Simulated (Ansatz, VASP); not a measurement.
## Sn: VASP beside Ansatz

```
Sn
1.0
    -1.68387    1.68387    1.68387
     1.68387   -1.68387    1.68387
     1.68387    1.68387   -1.68387
Sn
1
Direct
  0.00000 0.00000 0.00000
```

Change from the starting cell: volume scaled by 0.75, PAW files.

Alike in both runs: task single point; functional LDA; k mesh 14 × 14 × 14; occupations fermi-dirac, width 0.08 eV; no spin polarisation.

```csv
,VASP,Ansatz
version,VASP 6.6.1,Ansatz 0.2.0
potentials or method,"VASP PAW LDA potentials, release 64 (Sn_d)","PAW with Ansatz's default frozen-core files, scalar-relativistic"
plane-wave cutoff (eV),520,420
valence electrons in the cell,14,14
```

Ansatz gave:

| Quantity | Value |
| --- | --- |
| pressure (GPa) | 34.4 |

Which values does VASP return?

Pressure (GPa): 34.7.

LDA's correlation is that of Perdew and Zunger in VASP and of Perdew and Wang (1992) in Ansatz. Both programs put the cell under a high pressure, so it lies far from rest at this level.
